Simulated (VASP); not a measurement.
In, 3 atoms in the cell. It takes space group P6/mmm (No. 191, hexagonal). Conventional cell: a = 5.315 Å, b = 5.315 Å, c = 3.172 Å, α = 90.00°, β = 90.00°, γ = 120.00°. Within 4.2 Å of In (site symmetry 6/mmm) lie 14 In at 3.17 to 3.45 Å. In (site symmetry -6m2) has 11 In at 3.07 to 3.45 Å within 4.0 Å. This isn't the form of In at room conditions, which is tetragonal.

```yaml
Program: VASP 6.6.1
Task: relaxation of cell and atoms
Functional: PBEsol
Potentials_or_basis: VASP PAW PBE potentials, release 64 (In_d)
Cutoff: 500 eV
k_mesh: 12 × 12 × 14
Occupations: gaussian, width 0.1 eV
Spin: no spin polarisation
Dipole_correction: no
Further_INCAR_settings: ALGO = Normal; EDIFF = 1e-07; IBRION = 2; EDIFFG = -0.01; NSW = 100; ISIF = 3
```

Potentials or basis: VASP PAW PBE potentials, release 64 (In_d).

Command:

```console
$ cat potpaw_PBE.64/In_d/POTCAR > POTCAR
$ mpirun -np 1 vasp_std > vasp.out
```

Hardware: 1 thread of Intel(R) Xeon(R) 6975P-C (Granite Rapids), with other jobs on the host.

Task: Estimate the wall time of this run.

Result: Wall time 110 s on 1 thread of Intel(R) Xeon(R) 6975P-C (Granite Rapids) (shared host), peak memory 0.33 GiB. Counts: scf iterations 20, k points 152, ion steps 2.
